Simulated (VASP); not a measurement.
# Be (Fm-3m) in VASP: further runs, part 2 of 2

VASP 6.6.1. Earlier steps stand in the parts before.

## Step 4: Relaxation of cell and atoms, PBEsol, target pressure 140 GPa, at which the enthalpy is minimised

This run uses another cell than the first one, of 4.72 Å³/atom.

INCAR reads:

```
  PREC = Accurate
  ENCUT = 600
  EDIFF = 1E-6
  ISMEAR = -1
  SIGMA = 0.05
  LREAL = False
  LASPH = True
  NELM = 100
  ALGO = Normal
  ISIF = 3
  LWAVE = False
  LCHARG = False
  GGA = PS
  IBRION = 2
  NSW = 60
  EDIFFG = -0.005
  PSTRESS = 1400.0
```

KPOINTS reads:

```
Automatic mesh
0
Gamma
  25 25 25
```

POSCAR reads:

```
Be
1.0
    0.0000000000      1.3313014533      1.3313014533
    1.3313014533      0.0000000000      1.3313014533
    1.3313014533      1.3313014533      0.0000000000
Be
1
Direct
    0.0000000000      0.0000000000      0.0000000000
```

Potentials or basis: VASP PAW PBE potentials, release 64 (Be).

The run is started by

```
> cat potpaw_PBE.64/Be/POTCAR > POTCAR
> mpirun -np 1 vasp_std > vasp.out
```

OUTCAR:

```text
PREC = Accurate
   ENCUT = 600
   EDIFF = 1E-6
   ISMEAR = -1
   LREAL = False
   LASPH = True
   NELM = 100
   ISIF = 3
   GGA = PS
   IBRION = 2
   NSW = 60
   EDIFFG = -0.005
   PSTRESS = 1400.0

 ion  position               nearest neighbor table
   1  0.000  0.000  0.000-

  LATTYP: Found a face centered cubic cell.
 ALAT       =     2.6626029066

  Lattice vectors:

 A1 = (   0.0000000000,   1.3313014533,   1.3313014533)
 A2 = (   1.3313014533,   0.0000000000,   1.3313014533)
 A3 = (   1.3313014533,   1.3313014533,   0.0000000000)

Analysis of symmetry for initial positions (statically):
=====================================================================
 Subroutine PRICEL returns:
 Original cell was already a primitive cell.

 Routine SETGRP: Setting up the symmetry group for a
 face centered cubic supercell.

 Subroutine GETGRP returns: Found 48 space group operations
 (whereof 48 operations were pure point group operations)
 out of a pool of 48 trial point group operations.

The static configuration has the point symmetry O_h .

Analysis of symmetry for dynamics (positions and initial velocities):
=====================================================================
 Subroutine PRICEL returns:
 Original cell was already a primitive cell.

 Routine SETGRP: Setting up the symmetry group for a
 face centered cubic supercell.

 Subroutine GETGRP returns: Found 48 space group operations
 (whereof 48 operations were pure point group operations)
 out of a pool of 48 trial point group operations.

The dynamic configuration has the point symmetry O_h .

 Subroutine INISYM returns: Found 48 space group operations
 (whereof 48 operations are pure point group operations),
 and found     1 'primitive' translations

----------------------------------------------------------------------------------------

[... 116 lines left out ...]
   LHFCALC =     F    Hartree Fock is set to
   AEXX    =    0.0000 exact exchange contribution
   IVDW    =     0    specifies the selected vdW correction
   LEPSILON=     F    determine dielectric tensor
   LRPA    =     F    only Hartree local field effects (RPA)
 conjugate gradient relaxation of ions
 non-spin polarized calculation
  energy-cutoff  :      600.00
  volume of cell :        4.72
 maximum number of plane-waves:       169
   NGX =  7   NGY =  7   NGZ =  7

--------------------------------------- Ionic step        1  -------------------------------------------

 number of electron       2.0000000 magnetization

 Free energy of the ion-electron system (eV)
  ---------------------------------------------------
  ext. energy  EPLUGINS =         0.00000000
  ---------------------------------------------------
  free energy    TOTEN  =        -2.96005879 eV

  energy without entropy =       -2.95957544  energy(sigma->0) =       -2.95981711

------------------------ aborting loop because EDIFF is reached ----------------------------------------

  FORCE on cell =-STRESS in cart. coord.  units (eV):
  Direction    XX          YY          ZZ          XY          YZ          ZX
  --------------------------------------------------------------------------------------
  -------------------------------------------------------------------------------------
  Total        4.2338770      4.2338770      4.2338770      0.0000000      0.0000000      0.0000000
  in kB     1437.4395945   1437.4395945   1437.4395945      0.0000000      0.0000000      0.0000000
  external PRESSURE =      37.4395945 kB  Pullay stress =    1400.0000000 kB
[... 61 lines left out ...]
--------------------------------------- Ionic step        3  -------------------------------------------

 number of electron       2.0000000 magnetization

 Free energy of the ion-electron system (eV)
  ---------------------------------------------------
  ext. energy  EPLUGINS =         0.00000000
  ---------------------------------------------------
  free energy    TOTEN  =        -2.99022435 eV

  energy without entropy =       -2.98973762  energy(sigma->0) =       -2.98998099

 E-fermi :  12.6281     XC(G=0): -12.4143

 val. band max:       12.5536480904   @ k =  -0.2800   0.4400   0.2000
 cond. band min:      12.6366508963   @ k =  -0.3600   0.3600   0.0400
 fundamental gap:      0.0830028059
 Fermi energy:        12.6280802445

 k-point     1 :       0.0000    0.0000    0.0000
  band No.  band energies     occupation
      1      -2.1260      2.00000
      2      41.5422      0.00000
      3      41.5422      0.00000
      4      41.5422      0.00000
      5      52.8446      0.00000
[... 177 lines left out ...]
 k-point    24 :       0.4400    0.0400    0.0000
  band No.  band energies     occupation
      1       4.0783      2.00000
      2      16.2081      0.00000
      3      36.3899      0.00000
      4      37.4081      0.00000
      5      46.8292      0.00000

 [... further k-points ...]

------------------------ aborting loop because EDIFF is reached ----------------------------------------

  FORCE on cell =-STRESS in cart. coord.  units (eV):
  Direction    XX          YY          ZZ          XY          YZ          ZX
  --------------------------------------------------------------------------------------
  -------------------------------------------------------------------------------------
  Total        4.1538422      4.1538422      4.1538422     -0.0000000     -0.0000000      0.0000000
  in kB     1400.1583651   1400.1583651   1400.1583651     -0.0000000     -0.0000000      0.0000000
  external PRESSURE =       0.1583651 kB  Pullay stress =    1400.0000000 kB
[... 20 lines left out ...]
  energy  without entropy=       -2.9897376201  energy(sigma->0) =       -2.98998099

  enthalpy is  TOTEN    =         1.1631480431 eV   P V=        4.1533723972

 reached required accuracy - stopping structural energy minimisation
```

OSZICAR:

```text
N       E                     dE             d eps       ncg     rms          rms(c)
DAV:   1     0.667418056806E-01    0.66742E-01   -0.14813E+03  5070   0.394E+02
DAV:   2    -0.300595161495E+01   -0.30727E+01   -0.28001E+01  5920   0.553E+01
DAV:   3    -0.301158985354E+01   -0.56382E-02   -0.56381E-02  5430   0.212E+00
DAV:   4    -0.301159137983E+01   -0.15263E-05   -0.15264E-05  6140   0.332E-02
[... 12 lines left out ...]
       N       E                     dE             d eps       ncg     rms          rms(c)
DAV:   1    -0.299023083788E+01    0.35808E-01   -0.99727E-04  4645   0.430E-01    0.184E-02
DAV:   2    -0.299022564055E+01    0.51973E-05   -0.92033E-07  5625   0.147E-02    0.114E-02
DAV:   3    -0.299022444182E+01    0.11987E-05   -0.11996E-06  4730   0.187E-02    0.416E-04
DAV:   4    -0.299022435412E+01    0.87706E-07   -0.43798E-09  2285   0.100E-03
   3 F= 0.11631480E+01 E0= 0.11633914E+01  d E =-.394461E-03
```

CONTCAR:

```text
Be
   1.00000000000000
     0.0000000000000000    1.3344976329138389    1.3344976329138389
     1.3344976329138389    0.0000000000000000    1.3344976329138389
     1.3344976329138389    1.3344976329138389   -0.0000000000000000
  Be
     1
Direct
     0.0000000000000000    0.0000000000000000    0.0000000000000000

  0.00000000E+00  0.00000000E+00  0.00000000E+00
```

It took 13 s on 1 thread of Intel Xeon 8259CL, shared host; peak memory 0.12 GiB.

Results:

* Free energy: -2.9902 eV
* Relaxed volume: 4.75 Å³/atom
* Relaxed cell: a = 1.887 Å, b = 1.887 Å, c = 1.887 Å, α = 60.00°, β = 60.00°, γ = 60.00°
* Space group after relaxing (to 0.1 Å): Fm-3m (No. 225)
* Energy change on relaxing (the run minimises the enthalpy): -30.2 meV/atom
* Ionic steps: 3
* Pressure after relaxing: 140.0 GPa
* Band gap on the k mesh: zero (bands 1 and 2 overlap by 1.13 eV)

The path:
```tsv
step	energy change (eV)	largest force (eV/Å)	pressure (GPa)	volume (Å³)
1	0.0000	0.0000	143.74	4.72
2	-0.0660	0.0000	135.59	4.79
3	-0.0302	0.0000	140.02	4.75
```

Final structure:
```
Be
1.0
     0.00000    1.33450    1.33450
     1.33450    0.00000    1.33450
     1.33450    1.33450    0.00000
Be
1
Cartesian
  0.0000 0.0000 0.0000
```

Caveat: the cell is relaxed towards a set pressure, so the run minimises the enthalpy, not the energy; the PAW data sets were made with another functional, which shifts forces and pressure a little.

## Step 5: Relaxation of cell and atoms, PBEsol, target pressure 140 GPa, at which the enthalpy is minimised

INCAR reads:

```
SYSTEM = Be
ALGO = Normal
EDIFF = 1E-6
EDIFFG = -0.005
ENCUT = 600
GGA = PS
IBRION = 2
ISIF = 3
ISMEAR = -1
LASPH = .True.
LCHARG = .False.
LREAL = .False.
LWAVE = .False.
NELM = 100
NSW = 32
PREC = Accurate
PSTRESS = 1400.0
SIGMA = 0.05
```

KPOINTS reads:

```
k-points
0
Gamma
  25 25 25
  0 0 0
```

POSCAR reads:

```
Be
1.0
    0.0000000000      1.3333363250      1.3333363250
    1.3333363250      0.0000000000      1.3333363250
    1.3333363250      1.3333363250      0.0000000000
Be
1
Direct
    0.0000000000      0.0000000000      0.0000000000
```

The run is started by

```
> cat potpaw_PBE.64/Be/POTCAR > POTCAR
> mpirun -np 1 vasp_std > vasp.out
```

Run time: 14 s. Hardware: 1 thread of Intel Xeon 8259CL, shared host; peak memory 0.12 GiB.

It converged, with:

```yaml
Free_energy: -2.9904 eV
Relaxed_volume: 4.75 Å³/atom
Relaxed_cell: a = 1.887 Å, b = 1.887 Å, c = 1.887 Å, α = 60.00°, β = 60.00°, γ = 60.00°
Space_group_after_relaxing_to_0.1_Å: Fm-3m (No. 225)
Energy_change_on_relaxing_the_run_minimises_the_enthalpy: -11.0 meV/atom
Ionic_steps: 3
Pressure_after_relaxing: 140.0 GPa
Band_gap_on_the_k_mesh: zero (bands 1 and 2 overlap by 1.13 eV)
```

The path:
| step | energy change (eV) | largest force (eV/Å) | pressure (GPa) | volume (Å³) |
| --- | --- | --- | --- | --- |
| 1 | 0.0000 | 0.0000 | 141.36 | 4.74 |
| 2 | -0.0242 | 0.0000 | 138.37 | 4.77 |
| 3 | -0.0110 | 0.0000 | 140.00 | 4.75 |

Final structure:
```
CELL_PARAMETERS angstrom
0.00000 1.33451 1.33451
1.33451 0.00000 1.33451
1.33451 1.33451 0.00000
ATOMIC_POSITIONS crystal
Be 0.00000 0.00000 0.00000
```

Levels at points of the mesh, in eV from the Fermi level:
| k point | band 1 | band 2 | band 3 | band 4 |
| --- | --- | --- | --- | --- |
| (0.00, 0.00, 0.00) | -14.75 | 28.91 | 28.91 | 28.91 |

Caveat: the cell is relaxed towards a set pressure, so the run minimises the enthalpy, not the energy; the PAW data sets were made with another functional, which shifts forces and pressure a little.

## Step 6: Summary

```tsv
task	cell	cutoff (eV)	gap on the mesh (eV)	pressure (GPa)
single point	a = 1.886 Å, angles 60.0°, 1 atom	520	none	141.4
single point	a = 1.885 Å, angles 60.0°, 1 atom	520	none	142.1
relaxation of cell and atoms	relaxed to 140 GPa from a = 1.883 Å, angles 60.0°, 1 atom	600	none	140.0
relaxation of cell and atoms	relaxed to 140 GPa from a = 1.886 Å, angles 60.0°, 1 atom	600	none	140.0
```

Alike in all rows: level PBEsol; potentials or basis VASP PAW PBE potentials, release 64 (Be); no spin polarisation; k mesh 25 × 25 × 25; smearing fermi-dirac 0.05 eV.

Caveats: the PAW data sets were made with another functional, which shifts forces and pressure a little; the cell stands under pressure (at least some runs); the cell is relaxed towards a set pressure, so the run minimises the enthalpy, not the energy (at least some runs).

Total energies depend on the potentials used, so only differences within one code and one set of settings carry meaning.
